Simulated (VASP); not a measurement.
SnTe:

```
Sn Te
1.0
     5.10693    0.00000    0.00000
     2.55347    4.42273    0.00000
     2.55347    1.47424    4.16979
Sn Te
1 1
Cartesian
  0.0000 0.0000 0.0000
  7.6604 4.4227 3.1273
```

```yaml
Program: VASP 6.6.1
Task: relaxation of cell and atoms
Functional: BLYP
Dispersion: D3(BJ)
Potentials_or_basis: VASP PAW PBE potentials, release 64 (Sn_d, Te)
Cutoff: 500 eV
k_mesh: 4 × 4 × 4
Occupations: fermi-dirac, width 0.05 eV
Spin: no spin polarisation
```

At the start: pressure -0.9 GPa; volume 47.09 Å³/atom.

Question: How do energy, volume and symmetry change on relaxing?

Answer: Over 3 steps the energy falls by 3.9 meV/atom and the volume is 45.73 Å³/atom (-2.9 %); space group F-43m (No. 216, to 0.05 Å).

Step by step:
```csv
step,energy change (eV),largest force (eV/Å),pressure (GPa),volume (Å³)
1,0.0000,0.0000,-0.85,94.18
2,-0.0073,0.0000,0.26,90.82
3,-0.0078,0.0000,0.00,91.45
```

Final structure:
```cif
data_structure
_symmetry_space_group_name_H-M 'P 1'
_symmetry_Int_Tables_number 1
_cell_length_a 5.0571
_cell_length_b 5.0571
_cell_length_c 5.0571
_cell_angle_alpha 60.000
_cell_angle_beta 60.000
_cell_angle_gamma 60.000
_cell_volume 91.45
loop_
_atom_site_label
_atom_site_type_symbol
_atom_site_fract_x
_atom_site_fract_y
_atom_site_fract_z
_atom_site_occupancy
Sn1 Sn 0.00000 0.00000 0.00000 1
Te1 Te 0.75000 0.75000 0.75000 1
```

Caveat: the PAW data sets were made with another functional, which shifts forces and pressure a little.
